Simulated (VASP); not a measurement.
A run of VASP 6.6.1 is set up as follows.

The input INCAR:

```
SYSTEM = Sn4Se5
ALGO = Normal
DIPOL = 0.5 0.5 0.500
EDIFF = 1E-7
EFIELD = -0.1
ENCUT = 520
GGA = PS
IDIPOL = 3
ISIF = 2
ISMEAR = 0
LASPH = .True.
LCHARG = .False.
LDIPOL = .True.
LREAL = .False.
LWAVE = .False.
NBANDS = 53
NELM = 80
PREC = Accurate
SIGMA = 0.05
```

Contents of KPOINTS:

```
k-points
0
Gamma
  9 9 1
  0 0 0
```

The input POSCAR:

```
Sn4Se5
1.0
    4.2041099673      0.0000000000      0.0000000000
   -2.1020549836      3.6408660320      0.0000000000
    0.0000000000      0.0000000000     28.7305656565
Se Sn
5 4
Direct
    0.3333333333      0.6666666667      0.2610460264
    0.0000000000      0.0000000000      0.3805230132
    0.6666666667      0.3333333333      0.5000000000
    0.3333333333      0.6666666667      0.6194769868
    0.0000000000      0.0000000000      0.7389539736
    0.6666666667      0.3333333333      0.3207845198
    0.3333333333      0.6666666667      0.4402615066
    0.0000000000      0.0000000000      0.5597384934
    0.6666666667      0.3333333333      0.6792154802
```

Potentials or basis: VASP PAW PBE potentials, release 64 (Se, Sn_d).

Launch:

```console
$ cat potpaw_PBE.64/Se/POTCAR potpaw_PBE.64/Sn_d/POTCAR > POTCAR
$ mpirun -np 1 vasp_std > vasp.out
```

Q: Predict the largest force.

A: 1.943 eV/Å.

Q: What does it give for the band gap on the k mesh?

A: Zero (bands 43 and 44 overlap by 0.08 eV).

Forces on the atoms (eV/Å):
```
Se   0.000  0.000  1.662
Se   0.000  0.000  0.553
Se   0.000  0.000  0.004
Se   0.000  0.000 -0.550
Se   0.000  0.000 -1.684
Sn   0.000  0.000 -1.922
Sn   0.000  0.000 -0.253
Sn   0.000  0.000  0.248
Sn   0.000  0.000  1.943
```

Caveat: the PAW data sets were made with another functional, which shifts forces and pressure a little; spin-orbit coupling is left out, which moves the levels of the heavy elements.
